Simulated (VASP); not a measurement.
# Ho2O (P6_3mc) in VASP: single point with PBE

Aim: the single point of Ho2O with PBE.

Everything below comes from runs of VASP 6.6.1. Logs are shortened: lines on timing, memory, paths and dates and some standing lists are left out, and cuts for length are marked.

**1. The cell of the first run**

It takes space group P6_3mc (No. 186, hexagonal). Conventional cell: a = 3.639 Å, b = 3.639 Å, c = 12.133 Å, α = 90.00°, β = 90.00°, γ = 120.00°. Ho (site symmetry 3m) has 1 O at 2.24 Å within 3.0 Å. Ho (site symmetry 3m) has 3 O at 2.22 Å within 2.9 Å. Within 2.9 Å of O (site symmetry 3m) lie 4 Ho at 2.22 to 2.24 Å.

The cell was generated, and may not be a known phase.

**2. Single point, PBE**

File INCAR:

```
ALGO = Normal
EDIFF = 1E-6
ENCUT = 600
GGA = PE
GGA_COMPAT = F
ISIF = 2
ISMEAR = 0
LASPH = T
LCHARG = F
LMAXMIX = 6
LREAL = F
LWAVE = F
NBANDS = 33
NELM = 200
PREC = Accurate
SIGMA = 0.01
```

File KPOINTS:

```
k-points
0
Gamma
  12 12 4
```

File POSCAR:

```
Ho2O
1.0
    3.6386183116      0.0000000000      0.0000000000
   -1.8193091558      3.1511358925      0.0000000000
    0.0000000000      0.0000000000     12.1325905110
Ho O
4 2
Direct
    0.0000000000      0.0000000000      0.4442592988
    0.0000000000      0.0000000000      0.9442592988
    0.3333333333      0.6666666667      0.6874748993
    0.6666666667      0.3333333333      0.1874748993
    0.0000000000      0.0000000000      0.1285310719
    0.0000000000      0.0000000000      0.6285310719
```

Potentials or basis: VASP PAW PBE potentials, release 64 (Ho_3, O), 4f in core.

The run is started by

```
> cat potpaw_PBE.64/Ho_3/POTCAR potpaw_PBE.64/O/POTCAR > POTCAR
> mpirun -np 1 vasp_std > vasp.out
```

OUTCAR:

```text
EDIFF = 1E-6
   ENCUT = 600
   GGA = PE
   ISIF = 2
   ISMEAR = 0
   LASPH = T
   LREAL = F
   NELM = 200
   PREC = Accurate

 ion  position               nearest neighbor table
   1  0.000  0.000  0.444-   6 2.24   3 3.62   3 3.62   3 3.62   4 3.76   4 3.76   4 3.76
   2  0.000  0.000  0.944-   5 2.24   4 3.62   4 3.62   4 3.62   3 3.76   3 3.76   3 3.76
   3  0.333  0.667  0.687-   6 2.22   6 2.22   6 2.22   1 3.62   1 3.62   1 3.62   2 3.76   2 3.76
                             2 3.76
   4  0.667  0.333  0.187-   5 2.22   5 2.22   5 2.22   2 3.62   2 3.62   2 3.62   1 3.76   1 3.76
                             1 3.76
   5  0.000  0.000  0.129-   4 2.22   4 2.22   4 2.22   2 2.24
   6  0.000  0.000  0.629-   3 2.22   3 2.22   3 2.22   1 2.24

  LATTYP: Found a hexagonal cell.
 ALAT       =     3.6386183116
 C/A-ratio  =     3.3343949467

  Lattice vectors:

 A1 = (   3.6386183116,   0.0000000000,   0.0000000000)
 A2 = (  -1.8193091558,   3.1511358925,   0.0000000000)
 A3 = (   0.0000000000,   0.0000000000,  12.1325905110)

Analysis of symmetry for initial positions (statically):
=====================================================================
 Subroutine PRICEL returns:
 Original cell was already a primitive cell.

 Routine SETGRP: Setting up the symmetry group for a
 hexagonal supercell.

 Subroutine GETGRP returns: Found 12 space group operations
 (whereof  6 operations were pure point group operations)
 out of a pool of 24 trial point group operations.

The static configuration has the point symmetry C_3v.
 The point group associated with its full space group is C_6v.

Analysis of symmetry for dynamics (positions and initial velocities):
=====================================================================
 Subroutine PRICEL returns:
 Original cell was already a primitive cell.

 Routine SETGRP: Setting up the symmetry group for a
 hexagonal supercell.

 Subroutine GETGRP returns: Found 12 space group operations
 (whereof  6 operations were pure point group operations)
 out of a pool of 24 trial point group operations.

The dynamic configuration has the point symmetry C_3v.
 The point group associated with its full space group is C_6v.

 Subroutine INISYM returns: Found 12 space group operations
 (whereof  6 operations are pure point group operations),
 and found     1 'primitive' translations

----------------------------------------------------------------------------------------

                                     Primitive cell

  volume of cell :     139.1096

  direct lattice vectors                    reciprocal lattice vectors
     3.638618312  0.000000000  0.000000000     0.274829596  0.158672941  0.000000000
    -1.819309156  3.151135893  0.000000000     0.000000000  0.317345882  0.000000000
     0.000000000  0.000000000 12.132590511     0.000000000  0.000000000  0.082422628

  length of vectors
     3.638618312  3.638618312 12.132590511     0.317345882  0.317345882  0.082422628

  position of ions in fractional coordinates (direct lattice)
     0.000000000  0.000000000  0.444259299
     0.000000000  0.000000000  0.944259299
     0.333333333  0.666666667  0.687474899
     0.666666667  0.333333333  0.187474899
     0.000000000  0.000000000  0.128531072
     0.000000000  0.000000000  0.628531072

  ion indices of the primitive-cell ions
   primitive index   ion index
                 1           1
                 2           2
                 3           3
                 4           4
                 5           5
                 6           6

----------------------------------------------------------------------------------------

 KPOINTS: k-points

Automatic generation of k-mesh.
 Grid dimensions read from file:
 generate k-points for:   12   12    4

 Generating k-lattice:

  Cartesian coordinates                     Fractional coordinates (reciprocal lattice)
     0.022902466  0.013222745  0.000000000     0.083333333  0.000000000  0.000000000
     0.000000000  0.026445490  0.000000000     0.000000000  0.083333333  0.000000000
     0.000000000  0.000000000  0.020605657     0.000000000  0.000000000  0.250000000

  Length of vectors
     0.026445490  0.026445490  0.020605657

  Shift w.r.t. Gamma in fractional coordinates (k-lattice)
     0.000000000  0.000000000  0.000000000

 Subroutine IBZKPT returns following result:
 ===========================================

 Found     57 irreducible k-points:

 Following reciprocal coordinates:
            Coordinates               Weight
  0.000000  0.000000  0.000000      1.000000
  0.083333  0.000000  0.000000      6.000000
  0.166667  0.000000  0.000000      6.000000
  0.250000 -0.000000  0.000000      6.000000
  0.333333  0.000000  0.000000      6.000000
  0.416667 -0.000000  0.000000      6.000000
[... 16 lines left out ...]
  0.250000 -0.000000  0.250000     12.000000
  0.333333  0.000000  0.250000     12.000000
 [... further k-points ...]
   k-points           NKPTS =     57   k-points in BZ     NKDIM =     57   number of bands    NBANDS=     33
   number of dos      NEDOS =    301   number of ions     NIONS =      6
   total plane-waves  NPLWV =  88200
   dimension x,y,z NGX =    30 NGY =   30 NGZ =   98
   dimension x,y,z NGXF=    60 NGYF=   60 NGZF=  196
   ions per type =               4   2
   NGX,Y,Z   is equivalent  to a cutoff of  13.71, 13.71, 13.43 a.u.
   NGXF,Y,Z  is equivalent  to a cutoff of  27.41, 27.41, 26.86 a.u.
 SYSTEM =  unknown system
   PREC   = accura    normal or accurate (medium, high low for compatibility)
   ISTART =      0    job   : 0-new  1-cont  2-samecut
   ICHARG =      2    charge: 1-file 2-atom 10-const
   ISPIN  =      1    spin polarized calculation?
   LNONCOLLINEAR =      F non collinear calculations
   LSORBIT =      F    spin-orbit coupling
   LASPH  =      T    aspherical Exc in radial PAW
   ENCUT  =  600.0 eV  44.10 Ry    6.64 a.u.   7.27  7.27 24.23*2*pi/ulx,y,z
   NELM   =    200;   NELMIN=  2; NELMDL= -5     # of ELM steps
   EDIFF  = 0.1E-05   stopping-criterion for ELM
   LREAL  =      F    real-space projection
   EDIFFG = 0.1E-04   stopping-criterion for IOM
   NSW    =      0    number of steps for IOM
   IBRION =     -1    ionic relax: 0-MD 1-quasi-New 2-CG
   NFREE  =      0    steps in history (QN), initial steepest desc. (CG)
   ISIF   =      2    stress and relaxation
   ISYM   =      2    0-nonsym 1-usesym 2-fastsym
   POTIM  = 0.5000    time-step for ionic-motion
   TEBEG  =    0.0;   TEEND  =   0.0 temperature during run
   PSTRESS=    0.0 pullay stress
   NELECT =      48.0000    total number of electrons
   NUPDOWN=      -1.0000    fix difference up-down
   EMIN   =  10.00;   EMAX   =-10.00  energy-range for DOS
   EFERMI =   0.00;   METHOD = LEGACY
   ISMEAR =     0;   SIGMA  =   0.01  broadening in eV -4-tet -1-fermi 0-gaus
   EFERMI_NEDOS =   21; number of points for ismear=-14 and -15
   IALGO  =     38    algorithm
   IMIX   =      4    mixing-type and parameters
     AMIX     =   0.40;   BMIX     =  1.00
     AMIX_MAG =   1.60;   BMIX_MAG =  1.00
  volume/ion in A,a.u.               =      23.18       156.46
  Fermi-wavevector in a.u.,A,eV,Ry     =   1.148249  2.169877 17.938961  1.318476
  Thomas-Fermi vector in A             =   2.284925
   LORBIT       =      0    0 simple, 1 ext, 2 COOP (PROOUT), +10 PAW based schemes
   GGA     = PE    functional components
   LHFCALC =     F    Hartree Fock is set to
   AEXX    =    0.0000 exact exchange contribution
   IVDW    =     0    specifies the selected vdW correction
   LEPSILON=     F    determine dielectric tensor
   LRPA    =     F    only Hartree local field effects (RPA)
 non-spin polarized calculation
 Gauss-broadening in eV      SIGMA  =   0.01
  energy-cutoff  :      600.00
  volume of cell :      139.11
 maximum number of plane-waves:      4675
 NGX is ok and might be reduce to    30
   NGX = 15   NGY = 15   NGZ = 49

 number of electron      47.9999996 magnetization

 Free energy of the ion-electron system (eV)
  ---------------------------------------------------
  ext. energy  EPLUGINS =         0.00000000
  ---------------------------------------------------
  free energy    TOTEN  =       -39.29690593 eV

  energy without entropy =      -39.29690593  energy(sigma->0) =      -39.29690593

 E-fermi :   3.4735     XC(G=0):  -9.9125

 val. band max:        3.4145667529   @ k =   0.2500   0.2500   0.0000
 cond. band min:       3.5231272550   @ k =   0.3333   0.0833   0.0000
 fundamental gap:      0.1085605022
 Fermi energy:         3.4735277586

 k-point     1 :       0.0000    0.0000    0.0000
  band No.  band energies     occupation
      1     -21.2808      2.00000
      2     -21.1445      2.00000
      3     -20.7879      2.00000
      4     -20.7879      2.00000
      5     -20.7847      2.00000
      6     -20.7847      2.00000
[... 25 lines left out ...]
     32       6.4467      0.00000
     33       6.6767      0.00000

 k-point     2 :       0.0833    0.0000    0.0000
  band No.  band energies     occupation
      1     -21.2852      2.00000
      2     -21.1732      2.00000
      3     -20.8311      2.00000
      4     -20.8203      2.00000
      5     -20.7965      2.00000
      6     -20.7930      2.00000
[... 25 lines left out ...]
     32       6.2971      0.00000
     33       6.7628      0.00000
[... 754 lines left out ...]
     32       6.0329      0.00000
     33       6.8478      0.00000

 k-point    24 :       0.3333    0.0000    0.2500
  band No.  band energies     occupation
      1     -21.6003      2.00000
      2     -21.5768      2.00000
      3     -20.9348      2.00000
      4     -20.8951      2.00000
      5     -20.8818      2.00000
      6     -20.8772      2.00000
[... 25 lines left out ...]
     32       6.2605      0.00000
     33       7.2840      0.00000

 [... further k-points ...]

------------------------ aborting loop because EDIFF is reached ----------------------------------------

  FORCE on cell =-STRESS in cart. coord.  units (eV):
  Direction    XX          YY          ZZ          XY          YZ          ZX
  --------------------------------------------------------------------------------------
  -------------------------------------------------------------------------------------
  Total        0.8169090      0.8169090      0.7679628      0.0000000      0.0000000      0.0000000
  in kB        9.4086457      9.4086457      8.8449130      0.0000000      0.0000000      0.0000000
  external PRESSURE =       9.2207348 kB  Pullay stress =       0.0000000 kB

 VOLUME and BASIS-vectors are now :
 -----------------------------------------------------------------------------
  energy-cutoff  :      600.00
  volume of cell :      139.11
      direct lattice vectors                 reciprocal lattice vectors
     3.638618312  0.000000000  0.000000000     0.274829596  0.158672941  0.000000000
    -1.819309156  3.151135893  0.000000000     0.000000000  0.317345882  0.000000000
     0.000000000  0.000000000 12.132590511     0.000000000  0.000000000  0.082422628

 POSITION                                       TOTAL-FORCE (eV/Angst)
 -----------------------------------------------------------------------------------
      0.00000      0.00000      5.39002        -0.000000      0.000000     -0.103645
      0.00000      0.00000     11.45631         0.000000     -0.000000     -0.103645
     -0.00000      2.10076      8.34085         0.000000      0.000000      0.101079
      1.81931      1.05038      2.27456        -0.000000      0.000000      0.101079
      0.00000      0.00000      1.55941         0.000000      0.000000      0.002566
      0.00000      0.00000      7.62571        -0.000000     -0.000000      0.002566
 -----------------------------------------------------------------------------------
    total drift:                                0.000000      0.000000      0.001929

  FREE ENERGIE OF THE ION-ELECTRON SYSTEM (eV)
  ---------------------------------------------------
  free  energy   TOTEN  =       -39.2969059322 eV

  energy  without entropy=      -39.2969059322  energy(sigma->0) =      -39.29690593
```

It took 3.7 min on 1 thread of Intel Xeon 6975P-C (Granite Rapids), shared host; peak memory 0.45 GiB.

What came out:

| Quantity | Value |
| --- | --- |
| Free energy | -39.2969 eV |
| Pressure | 0.9 GPa |
| Largest force | 0.104 eV/Å |
| Band gap on the k mesh | 0.11 eV (least direct gap 0.15 eV) |

Forces on the atoms (eV/Å):
```
Ho   0.000  0.000 -0.104
Ho   0.000  0.000 -0.104
Ho   0.000  0.000  0.101
Ho   0.000  0.000  0.101
O    0.000  0.000  0.003
O    0.000  0.000  0.003
```

Caveat: spin-orbit coupling is left out, which moves the levels of the heavy elements; the 4f electrons are frozen in the core, so they carry no moment and show no levels.
